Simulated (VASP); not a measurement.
# Be2C (Fm-3m) in VASP: further runs

Runs on Be2C. Level: LDA. Tasks: vibrations by perturbation theory.

Everything below comes from runs of VASP 6.6.1. Logs are shortened: lines on timing, memory, paths and dates and some standing lists are left out, and cuts for length are marked.

**1. The cell of the first run**

Symmetry: Fm-3m, No. 225, cubic system. The conventional cell has a = 4.225 Å, b = 4.225 Å, c = 4.225 Å, α = 90.00°, β = 90.00°, γ = 90.00°. Be (site symmetry -43m) has 4 C at 1.83 Å and 6 Be at 2.11 Å within 2.4 Å. C (site symmetry m-3m) has 8 Be at 1.83 Å within 2.4 Å.

**2. Vibrations by perturbation theory, LDA (6.29 Å³/atom)**

INCAR

```
  PREC = Accurate
  ENCUT = 600
  EDIFF = 1E-8
  ISMEAR = 0
  SIGMA = 0.01
  LREAL = False
  LASPH = True
  NELM = 120
  ALGO = Normal
  ISIF = 2
  LWAVE = False
  LCHARG = False
  IBRION = 8
  NSW = 1
  GGA_COMPAT = False
```

KPOINTS

```
Automatic mesh
0
Gamma
  8 8 8
```

POSCAR

```
Be2C
1.0
    0.0000000000      2.1125950307      2.1125950307
    2.1125950307      0.0000000000      2.1125950307
    2.1125950307      2.1125950307      0.0000000000
Be C
2 1
Direct
    0.2500000000      0.2500000000      0.2500000000
    0.7500000000      0.7500000000      0.7500000000
    0.0000000000      0.0000000000      0.0000000000
```

Potentials or basis: VASP PAW LDA potentials, release 64 (Be, C).

Launch:

```sh
cat potpaw_LDA.64/Be/POTCAR potpaw_LDA.64/C/POTCAR > POTCAR
mpirun -np 1 vasp_std > vasp.out
```

OUTCAR:

```text
PREC = Accurate
   ENCUT = 600
   EDIFF = 1E-8
   ISMEAR = 0
   LREAL = False
   LASPH = True
   NELM = 120
   ISIF = 2
   IBRION = 8
   NSW = 1

 ion  position               nearest neighbor table
   1  0.250  0.250  0.250-   3 1.83   3 1.83   3 1.83   3 1.83   2 2.11   2 2.11   2 2.11   2 2.11
                             2 2.11   2 2.11
   2  0.750  0.750  0.750-   3 1.83   3 1.83   3 1.83   3 1.83   1 2.11   1 2.11   1 2.11   1 2.11
                             1 2.11   1 2.11
   3  0.000  0.000  0.000-   1 1.83   2 1.83   2 1.83   1 1.83   2 1.83   2 1.83   1 1.83   1 1.83

  LATTYP: Found a face centered cubic cell.
 ALAT       =     4.2251900614

  Lattice vectors:

 A1 = (   0.0000000000,   2.1125950307,   2.1125950307)
 A2 = (   2.1125950307,   0.0000000000,   2.1125950307)
 A3 = (   2.1125950307,   2.1125950307,   0.0000000000)

Analysis of symmetry for initial positions (statically):
=====================================================================
 Subroutine PRICEL returns:
 Original cell was already a primitive cell.

 Routine SETGRP: Setting up the symmetry group for a
 face centered cubic supercell.

 Subroutine GETGRP returns: Found 48 space group operations
 (whereof 48 operations were pure point group operations)
 out of a pool of 48 trial point group operations.

The static configuration has the point symmetry O_h .

Analysis of symmetry for dynamics (positions and initial velocities):
=====================================================================
 Subroutine PRICEL returns:
 Original cell was already a primitive cell.

 Routine SETGRP: Setting up the symmetry group for a
 face centered cubic supercell.

 Subroutine GETGRP returns: Found 48 space group operations
 (whereof 48 operations were pure point group operations)
 out of a pool of 48 trial point group operations.

The dynamic configuration has the point symmetry O_h .

 Subroutine INISYM returns: Found 48 space group operations
 (whereof 48 operations are pure point group operations),
 and found     1 'primitive' translations

----------------------------------------------------------------------------------------

                                     Primitive cell

  volume of cell :      18.8573

  direct lattice vectors                    reciprocal lattice vectors
     0.000000000  2.112595031  2.112595031    -0.236675744  0.236675744  0.236675744
     2.112595031  0.000000000  2.112595031     0.236675744 -0.236675744  0.236675744
     2.112595031  2.112595031  0.000000000     0.236675744  0.236675744 -0.236675744

  length of vectors
     2.987660544  2.987660544  2.987660544     0.409934413  0.409934413  0.409934413

  position of ions in fractional coordinates (direct lattice)
     0.250000000  0.250000000  0.250000000
     0.750000000  0.750000000  0.750000000
     0.000000000  0.000000000  0.000000000

  ion indices of the primitive-cell ions
   primitive index   ion index
                 1           1
                 2           2
                 3           3

----------------------------------------------------------------------------------------

 KPOINTS: Automatic mesh

Automatic generation of k-mesh.
 Grid dimensions read from file:
 generate k-points for:    8    8    8

 Generating k-lattice:

  Cartesian coordinates                     Fractional coordinates (reciprocal lattice)
    -0.029584468  0.029584468  0.029584468     0.125000000  0.000000000  0.000000000
     0.029584468 -0.029584468  0.029584468     0.000000000  0.125000000  0.000000000
     0.029584468  0.029584468 -0.029584468     0.000000000  0.000000000  0.125000000

  Length of vectors
     0.051241802  0.051241802  0.051241802

  Shift w.r.t. Gamma in fractional coordinates (k-lattice)
     0.000000000  0.000000000  0.000000000

 Subroutine IBZKPT returns following result:
 ===========================================

 Found     29 irreducible k-points:

 Following reciprocal coordinates:
            Coordinates               Weight
  0.000000  0.000000  0.000000      1.000000
  0.125000  0.000000  0.000000      8.000000
  0.250000  0.000000  0.000000      8.000000
  0.375000  0.000000  0.000000      8.000000
  0.500000  0.000000  0.000000      4.000000
  0.125000  0.125000  0.000000      6.000000
[... 16 lines left out ...]
  0.500000  0.250000  0.125000     48.000000
 -0.375000  0.250000  0.125000     24.000000
 [... further k-points ...]
   k-points           NKPTS =     29   k-points in BZ     NKDIM =     29   number of bands    NBANDS=      8
[... 24 lines left out ...]
   ISYM   =      2    0-nonsym 1-usesym 2-fastsym
   POTIM  = 0.5000    time-step for ionic-motion
   TEBEG  =    0.0;   TEEND  =   0.0 temperature during run
   PSTRESS=    0.0 pullay stress
   NELECT =       8.0000    total number of electrons
   NUPDOWN=      -1.0000    fix difference up-down
   EMIN   =  10.00;   EMAX   =-10.00  energy-range for DOS
   EFERMI =   0.00;   METHOD = LEGACY
   ISMEAR =     0;   SIGMA  =   0.01  broadening in eV -4-tet -1-fermi 0-gaus
   EFERMI_NEDOS =   21; number of points for ismear=-14 and -15
   IALGO  =     38    algorithm
   IMIX   =      4    mixing-type and parameters
     AMIX     =   0.40;   BMIX     =  1.00
     AMIX_MAG =   1.60;   BMIX_MAG =  1.00
  volume/ion in A,a.u.               =       6.29        42.42
  Fermi-wavevector in a.u.,A,eV,Ry     =   1.230114  2.324578 20.588059  1.513180
  Thomas-Fermi vector in A             =   2.364975
   LORBIT       =      0    0 simple, 1 ext, 2 COOP (PROOUT), +10 PAW based schemes
   GGA     = CA    functional components
   LHFCALC =     F    Hartree Fock is set to
   AEXX    =    0.0000 exact exchange contribution
   IVDW    =     0    specifies the selected vdW correction
   LEPSILON=     F    determine dielectric tensor
   LRPA    =     F    only Hartree local field effects (RPA)
 non-spin polarized calculation
 Gauss-broadening in eV      SIGMA  =   0.01
  energy-cutoff  :      600.00
  volume of cell :       18.86
 maximum number of plane-waves:       638
   NGX = 11   NGY = 11   NGZ = 11

--------------------------------------- Ionic step        1  -------------------------------------------

 number of electron       7.9999999 magnetization

 Free energy of the ion-electron system (eV)
  ---------------------------------------------------
  ext. energy  EPLUGINS =         0.00000000
  ---------------------------------------------------
  free energy    TOTEN  =       -19.41711129 eV

  energy without entropy =      -19.41711129  energy(sigma->0) =      -19.41711129

 E-fermi :   8.3665     XC(G=0): -11.8117

 val. band max:        8.2526937933   @ k =   0.0000   0.0000   0.0000
 cond. band min:       9.4655864552   @ k =   0.5000   0.5000   0.0000
 fundamental gap:      1.2128926618
 Fermi energy:         8.3665499217

 k-point     1 :       0.0000    0.0000    0.0000
  band No.  band energies     occupation
      1      -7.1469      2.00000
      2       8.2527      2.00000
      3       8.2527      2.00000
      4       8.2527      2.00000
      5      12.4086      0.00000
      6      12.4086      0.00000
      7      12.4086      0.00000
      8      15.9486      0.00000
[... 243 lines left out ...]
 k-point    24 :      -0.3750    0.2500    0.1250
  band No.  band energies     occupation
      1      -3.6361      2.00000
      2      -0.1971      2.00000
      3       3.9588      2.00000
      4       4.6363      2.00000
      5      13.5729      0.00000
      6      15.2328      0.00000
      7      18.7000      0.00000
      8      19.3512      0.00000

 [... further k-points ...]

------------------------ aborting loop because EDIFF is reached ----------------------------------------

  FORCE on cell =-STRESS in cart. coord.  units (eV):
  Direction    XX          YY          ZZ          XY          YZ          ZX
  --------------------------------------------------------------------------------------
  -------------------------------------------------------------------------------------
  Total        0.8804782      0.8804782      0.8804782     -0.0000000     -0.0000000     -0.0000000
  in kB       74.8084130     74.8084130     74.8084130     -0.0000000     -0.0000000     -0.0000000
  external PRESSURE =      74.8084130 kB  Pullay stress =       0.0000000 kB

 VOLUME and BASIS-vectors are now :
 -----------------------------------------------------------------------------
  energy-cutoff  :      600.00
  volume of cell :       18.86
      direct lattice vectors                 reciprocal lattice vectors
     0.000000000  2.112595031  2.112595031    -0.236675744  0.236675744  0.236675744
     2.112595031  0.000000000  2.112595031     0.236675744 -0.236675744  0.236675744
     2.112595031  2.112595031  0.000000000     0.236675744  0.236675744 -0.236675744

 POSITION                                       TOTAL-FORCE (eV/Angst)
 -----------------------------------------------------------------------------------
      1.05630      1.05630      1.05630        -0.000000     -0.000000     -0.000000
      3.16889      3.16889      3.16889         0.000000      0.000000      0.000000
      0.00000      0.00000      0.00000        -0.000000      0.000000     -0.000000
 -----------------------------------------------------------------------------------
    total drift:                               -0.000000     -0.000000      0.000000

  FREE ENERGIE OF THE ION-ELECTRON SYSTEM (eV)
  ---------------------------------------------------
  free  energy   TOTEN  =       -19.4171112856 eV

  energy  without entropy=      -19.4171112856  energy(sigma->0) =      -19.41711129

[... ionic steps 2 to 9 ...]

--------------------------------------- Ionic step       10  -------------------------------------------

 Free energy of the ion-electron system (eV)
  ---------------------------------------------------
  ---------------------------------------------------
  free energy    TOTEN  =        -0.12669724 eV

  energy without entropy =       -0.12669724

------------------------ aborting loop because EDIFF is reached ----------------------------------------

 INTERNAL STRAIN TENSOR  FOR ION    3  DIRECTION 1   (eV/Angst):
 -----------------------------------------------------------------------------
    -0.02409 -0.00000  0.00000
     0.00000  0.01456 -0.00000
     0.00000 -0.00000  0.01456

 INTERNAL STRAIN TENSOR FOR ION    3 for displacements in x,y,z  (eV/Angst):
          X           Y           Z          XY          YZ          ZX
  --------------------------------------------------------------------------------
  x     0.00000     0.00000     0.00000     0.00000     0.00000     0.00000
  y     0.00000     0.00000     0.00000     0.00000     0.00000     0.00000
  z     0.00000     0.00000     0.00000     0.00000     0.00000     0.00000

 SECOND DERIVATIVES (NOT SYMMETRIZED)
 ------------------------------------
               1X          1Y          1Z          2X          2Y          2Z          3X          3Y          3Z
  1X   -12.617449    0.000000    0.000000    5.956743    0.000000    0.000000    6.660706    0.000000    0.000000
  1Y     0.000000  -12.617449    0.000000    0.000000    5.956743    0.000000    0.000000    6.660706    0.000000
  1Z     0.000000    0.000000  -12.617449    0.000000    0.000000    5.956743    0.000000    0.000000    6.660706
  2X     5.956743    0.000000    0.000000  -12.617449    0.000000    0.000000    6.660706    0.000000    0.000000
  2Y     0.000000    5.956743    0.000000    0.000000  -12.617449    0.000000    0.000000    6.660706    0.000000
  2Z     0.000000    0.000000    5.956743    0.000000    0.000000  -12.617449    0.000000    0.000000    6.660706
  3X     6.657243    0.000000    0.000000    6.657243    0.000000    0.000000  -13.314487    0.000000    0.000000
  3Y     0.000000    6.657243    0.000000    0.000000    6.657243    0.000000    0.000000  -13.314487    0.000000
  3Z     0.000000    0.000000    6.657243    0.000000    0.000000    6.657243    0.000000    0.000000  -13.314487

 Eigenvectors and eigenvalues of the dynamical matrix
 ----------------------------------------------------

   1 f  =   22.442488 THz   141.010313 2PiTHz  748.600830 cm-1    92.814632 meV
             X         Y         Z           dx          dy          dz
      1.056298  1.056298  1.056298    -0.063499    0.132241   -0.691723
      3.168893  3.168893  3.168893     0.063499   -0.132241    0.691723
      0.000000  0.000000  0.000000    -0.000000    0.000000    0.000000
[... 43 lines left out ...]
   9 f/i=    0.002707 THz     0.017006 2PiTHz    0.090282 cm-1     0.011194 meV
             X         Y         Z           dx          dy          dz
      1.056298  1.056298  1.056298    -0.432782    0.335709   -0.000000
      3.168893  3.168893  3.168893    -0.432782    0.335709    0.000000
      0.000000  0.000000  0.000000    -0.499732    0.387642    0.000000

--------------------------------------------------------------------------------------------------------

 ELASTIC MODULI CONTR FROM IONIC RELAXATION (kBar)
 Direction    XX          YY          ZZ          XY          YZ          ZX
 --------------------------------------------------------------------------------
 XX          -0.0000      0.0000     -0.0000      0.0000     -0.0000     -0.0000
 YY           0.0000     -0.0000     -0.0000      0.0000      0.0000     -0.0000
 ZZ          -0.0000     -0.0000     -0.0000     -0.0000      0.0000     -0.0000
 XY           0.0000      0.0000     -0.0000     -7.6472     -0.0000      0.0000
 YZ          -0.0000      0.0000      0.0000     -0.0000     -7.6472      0.0000
 ZX          -0.0000     -0.0000     -0.0000      0.0000      0.0000     -7.6472
 --------------------------------------------------------------------------------
```

Wall time 44 s (1 thread of Intel Xeon 8259CL, shared host); peak memory 0.16 GiB.

What came out:

```yaml
Highest_phonon_frequency_at_Γ: 749 cm⁻¹
```

Phonon frequencies in cm⁻¹ (negative: imaginary):
```
              q point                    frequencies
(0.000, 0.000, 0.000)  0 0 0 709 709 709 749 749 749
```

Caveat: the cell stands under pressure or tension, which shifts response properties.

[end of part 1 of 3]
